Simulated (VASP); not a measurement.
Here is a VASP 6.6.1 calculation.

The input INCAR:

```
SYSTEM = Sb
PREC = Accurate
ENCUT = 520
EDIFF = 1E-6
ISMEAR = 0
SIGMA = 0.15
LREAL = .FALSE.
LASPH = .TRUE.
NELM = 80
ALGO = Normal
ISIF = 2
LWAVE = .FALSE.
LCHARG = .FALSE.
GGA = PE
NBANDS = 8
```

KPOINTS

```
Automatic mesh
0
G
  16 16 16
  0 0 0
```

Contents of POSCAR:

```
Sb
1.0
    3.1600000000      0.0000000000      0.0000000000
    0.0000000000      3.3496000000      0.0000000000
    0.0000000000      0.0000000000      3.1600000000
Sb
1
Direct
    0.0000000000      0.0000000000      0.0000000000
```

Potentials or basis: VASP PAW PBE potentials, release 64 (Sb).

Command:

```bash
$ cat potpaw_PBE.64/Sb/POTCAR > POTCAR
$ mpirun -np 1 vasp_std > vasp.out
```

Task: What does it give for the pressure?

Result: -4.4 GPa.

Task: Predict the band gap on the k mesh.

Result: Zero (an odd number of electrons rules out a gap without spin polarisation).

Stress tensor (GPa, compression positive):
```
-3.13  0.00  0.00
 0.00 -6.88  0.00
 0.00  0.00 -3.13
```

Caveat: the cell differs from its parent crystal (strain +0.0600 x Voigt [0, 1, 0, 0, 0, 0]); the cell stands under tension; spin-orbit coupling is left out, which moves the levels of the heavy elements.
